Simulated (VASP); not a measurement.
Write the native input for VASP 6.6.1 that does the following.

- Task: single point
- Functional: LDA
- Potentials or basis: VASP PAW LDA potentials, release 64 (Mn_pv, S)
- Cutoff: 520 eV
- k mesh: 7 × 7 × 7
- Occupations: methfessel-paxton, width 0.1 eV
- Spin: collinear spin, ferromagnetic start
- Starting moments: [2.8, 0.0] μB
- Hubbard terms: Mn d U = 4.9 eV, J = 0.9 eV
- Dipole correction: no
- LDAUTYPE: 1
- Hund's J: 0.9
- Further INCAR settings: ALGO = Normal; EDIFF = 1e-07; NBANDS = 20

The structure of MnS lies in POSCAR:

```
MnS
1.0
    0.0000000000      2.9077966970      2.9077966970
    2.9077966970      0.0000000000      2.9077966970
    2.9077966970      2.9077966970      0.0000000000
Mn S
1 1
Direct
    0.0000000000      0.0000000000      0.0000000000
    0.2500000000      0.2500000000      0.2500000000
```

One way to write it, as run:

INCAR

```
SYSTEM = MnS
  PREC = Accurate
  ENCUT = 520
  EDIFF = 1E-7
  ISMEAR = 1
  SIGMA = 0.1
  LREAL = .FALSE.
  LASPH = .TRUE.
  NELM = 150
  ALGO = Normal
  ISIF = 2
  LWAVE = .FALSE.
  LCHARG = .FALSE.
  ISPIN = 2
  MAGMOM = 2.8 0
  LORBIT = 11
  LMAXMIX = 4
  LDAU = .TRUE.
  LDAUTYPE = 1
  LDAUL = 2 -1
  LDAUU = 4.9 0
  LDAUJ = 0.9 0
  LDAUPRINT = 1
  GGA = CA
  NBANDS = 20
```

KPOINTS

```
regular mesh
0
G
  7 7 7
  0 0 0
```

Potentials or basis: VASP PAW LDA potentials, release 64 (Mn_pv, S).

The run is started by

```bash
$ cat potpaw_LDA.64/Mn_pv/POTCAR potpaw_LDA.64/S/POTCAR > POTCAR
$ mpirun -np 1 vasp_std > vasp.out
```

Results of the run:

- Pressure: -6.2 GPa
- Band gap on the k mesh: 1.06 eV
- Net moment: 5.00 μB per cell
- Site moments: Mn +4.57; S +0.03 μB
- Valence electrons inside the program's atomic spheres: Mn 11.29; S 3.73

Caveat: the cell stands under tension; an odd mesh through Γ misses points on the zone boundary, where band edges can lie; a cell with one magnetic atom can't hold antiferromagnetic order, which such compounds often take.

Run time: 39 s on 1 thread of Intel Xeon 8259CL (shared host), peak memory 0.18 GiB.
